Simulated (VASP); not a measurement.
# C2H2: single point with r2SCAN

C2H2, in a box:

```
C H
1.0
    12.00000    0.00000    0.00000
     0.00000   12.50000    0.00000
     0.00000    0.00000   13.00000
C H
2 2
Direct
  0.50000 0.50000 0.54640
  0.50000 0.50000 0.45360
  0.50000 0.50000 0.37126
  0.50000 0.50000 0.62874
```

```
Program             : VASP 6.6.1
Task                : single point
Functional          : r2SCAN
Potentials or basis : VASP PAW PBE potentials, release 64 (C, H)
Cutoff              : 580 eV
k mesh              : 1 × 1 × 1
Occupations         : gaussian, width 0.01 eV
Spin                : no spin polarisation
```

* Largest force: 0.449 eV/Å
* Gap between the frontier levels: 7.34 eV

Forces on the atoms (eV/Å):
```
C    0.000  0.000 -0.449
C    0.000  0.000  0.449
H    0.000  0.000  0.285
H    0.000  0.000 -0.285
```

Levels at points of the mesh, in eV from the valence-band top:
```csv
k point,band 3,band 4,band 5,band 6,band 7,band 8
"(0.00, 0.00, 0.00)",-5.24,0.00,0.00,7.34,7.36,7.36
```

Wall time 5.2 min on 1 thread of Intel(R) Xeon(R) 6975P-C (Granite Rapids) (shared host), peak memory 2 GiB.

Caveat: the PAW data sets were made with another functional, which shifts forces and pressure a little.
